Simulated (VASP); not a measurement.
**S: single point with PBE**

The system is S.

```
CELL_PARAMETERS angstrom
0.00000 2.89683 2.89683
2.89683 0.00000 2.89683
2.89683 2.89683 0.00000
ATOMIC_POSITIONS crystal
S 0.00000 0.00000 0.00000
S 0.25000 0.25000 0.25000
```

```json
{"Program": "VASP 6.6.1", "Task": "single point", "Functional": "PBE", "Potentials or basis": "VASP PAW PBE potentials, release 64 (S)", "Cutoff": "520 eV", "k mesh": "8 × 8 × 8", "Occupations": "fermi-dirac, width 0.136057 eV", "Spin": "no spin polarisation", "Dipole correction": "no", "Further INCAR settings": "ALGO = Normal; EDIFF = 1e-06; NBANDS = 13"}
```

The pressure is -0.1 GPa and the band gap on the k mesh is zero (band 6 reaches 3.65 eV, above the bottom of band 7 at 2.50 eV).

Levels at points of the mesh, in eV from the Fermi level:
| k point | band 2 | band 3 | band 4 | band 5 | band 6 | band 7 | band 8 | band 9 | band 10 | band 11 |
| --- | --- | --- | --- | --- | --- | --- | --- | --- | --- | --- |
| (0.00, 0.00, 0.00) | -9.12 | -3.82 | -3.82 | -3.82 | -0.92 | -0.92 | -0.92 | 5.61 | 7.87 | 7.87 |
| (0.50, 0.00, 0.00) | -11.78 | -4.58 | -4.58 | -4.24 | 0.23 | 0.23 | 1.94 | 7.53 | 8.25 | 8.57 |
| (0.50, 0.50, 0.00) | -13.23 | -5.43 | -5.43 | -1.97 | -1.97 | 2.27 | 2.27 | 6.79 | 6.79 | 10.12 |

Run time: 12 s on 1 thread of AMD EPYC 9R45 (Zen 5), with other jobs on the host, peak memory 0.12 GiB.
